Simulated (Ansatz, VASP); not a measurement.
# CdS: VASP beside Ansatz

Contents of POSCAR:

```
CdS
1.0
    0.0373406500      2.9471633446      2.9471633446
    2.9471633446      0.0373406500      2.9471633446
    2.9471633446      2.9471633446      0.0373406500
Cd S
1 1
Direct
    0.0014428210      0.0014428210      0.0014428210
    0.2485571790      0.2485571790      0.2485571790
```

Contents of INCAR.step1:

```
SYSTEM = CdS
PREC = Accurate
ENCUT = 520
ISMEAR = -1
SIGMA = 0.02
LREAL = .False.
LASPH = .True.
NELM = 150
LNONCOLLINEAR = .True.
MAGMOM = 0 0 0 0 0 0
LSORBIT = .True.
GGA_COMPAT = .False.
NBANDS = 30
GGA = PE
ALGO = Normal
EDIFF = 1E-4
LWAVE = .True.
LCHARG = .False.
```

INCAR.step2

```
SYSTEM = CdS
PREC = Accurate
ENCUT = 520
EDIFF = 1E-7
ISMEAR = -1
SIGMA = 0.02
LREAL = .False.
LASPH = .True.
NELM = 150
ALGO = Normal
ISIF = 2
LWAVE = .False.
LCHARG = .True.
LNONCOLLINEAR = .True.
MAGMOM = 0 0 0 0 0 0
LORBIT = 11
LSORBIT = .True.
GGA_COMPAT = .False.
LORBMOM = .True.
METAGGA = R2SCAN
LMIXTAU = .True.
LVHAR = .True.
NBANDS = 30
ISTART = 1
```

The input KPOINTS:

```
regular mesh
0
Gamma
  8 8 8
  0 0 0
```

Input for Ansatz:

```yaml
crystal:
  lattice:
    - [0.03734065, 2.9471633446, 2.9471633446]
    - [2.9471633446, 0.03734065, 2.9471633446]
    - [2.9471633446, 2.9471633446, 0.03734065]
  atoms:
    - { symbol: Cd, position: [0.001442821, 0.001442821, 0.001442821] }
    - { symbol: S, position: [0.248557179, 0.248557179, 0.248557179] }
kpoints:
  mp_grid: { grid: [8, 8, 8] }
  band_path:
    path:
      - [0.0, 0.0, 0.0]
      - [-0.5, -0.5, 0.0]
      - [-0.375, -0.375, 0.25]
      - [-0.375, 0.0, 0.375]
      - [0.0, 0.0, 0.5]
      - [-0.5, -0.25, 0.25]
    npoints: 1
hamiltonian:
  xc: r2scan
scf:
  occupations: { method: fermi_dirac, width: 0.02 }
  n_extra_bands: 8
magnetization:
  noncollinear: true
  spin_orbit: true
output:
  forces: true
  stress: true
  eigenvalues: true
  write_density: true
  write_potential: true
  elf: true
  volumetric_format: npy
```

Change from the starting cell: epitaxial_111 strain -1.0%.

Alike in both runs: task single point; functional r2SCAN; k mesh 8 × 8 × 8; occupations fermi-dirac, width 0.02 eV; non-collinear spin, spin-orbit coupling.

```csv
,VASP,Ansatz
version,VASP 6.6.1,Ansatz 0.2.0
potentials or method,"VASP PAW PBE potentials, release 64 (Cd, S)","plane waves, PAW"
plane-wave cutoff (eV),520,500
valence electrons in the cell,18,26
```

VASP gave:

- pressure (GPa): 0.9
- traceless stress, the component that is largest in VASP (GPa): -0.33
- net moment per atom (μB): 0.00

Task: Estimate Ansatz's values.

Result: Pressure (GPa): 0.6; traceless stress, the component that is largest in VASP (GPa): -0.33; net moment per atom (μB): 0.00.

VASP's potentials were made for PBE, not for r2SCAN. VASP's potentials hold 18 valence electrons a cell and Ansatz's 26, so a difference there can come from the potentials and not from the codes.
